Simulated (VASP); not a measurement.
Here is a VASP 6.6.1 calculation.

Contents of POSCAR:

```
NbRu3C
1.0
    4.0651380000      0.0000000000      0.0000000000
    0.0000000000      4.0651380000      0.0000000000
    0.0000000000      0.0000000000      4.0651380000
Ru Nb C
3 1 1
Direct
    0.5000000000      0.5000000000      0.0000000000
    0.5000000000      0.0000000000      0.5000000000
    0.0000000000      0.5000000000      0.5000000000
    0.0000000000      0.0000000000      0.0000000000
    0.5000000000      0.5000000000      0.5000000000
```

INCAR.step1

```
  PREC = Accurate
  ENCUT = 520
  ISMEAR = -1
  SIGMA = 0.05
  LREAL = F
  LASPH = T
  NELM = 80
  NBANDS = 38
  GGA = PE
  ALGO = Normal
  EDIFF = 1E-4
  LWAVE = T
  LCHARG = F
```

File INCAR.step2:

```
  PREC = Accurate
  ENCUT = 520
  EDIFF = 1E-7
  ISMEAR = -1
  SIGMA = 0.05
  LREAL = F
  LASPH = T
  NELM = 80
  ALGO = Normal
  ISIF = 2
  LWAVE = F
  LCHARG = T
  METAGGA = R2SCAN
  LMIXTAU = T
  LELF = T
  LVHAR = T
  NBANDS = 38
  ISTART = 1
```

Contents of KPOINTS:

```
Automatic mesh
0
Gamma
  7 7 7
```

Potentials or basis: VASP PAW PBE potentials, release 64 (Ru_pv, Nb_sv, C).

Command:

```bash
$ cat potpaw_PBE.64/Ru_pv/POTCAR potpaw_PBE.64/Nb_sv/POTCAR potpaw_PBE.64/C/POTCAR > POTCAR
$ cp INCAR.step1 INCAR
$ mpirun -np 1 vasp_std > vasp.out
$ cp INCAR.step2 INCAR
$ mpirun -np 1 vasp_std > vasp.out
```

**Question.** What does it give for the band gap on the k mesh?

**Answer.** Zero (an odd number of electrons rules out a gap without spin polarisation).

**Question.** What does it give for the pressure?

**Answer.** -6.9 GPa.

Caveat: the cell stands under tension; the PAW data sets were made with another functional, which shifts forces and pressure a little.
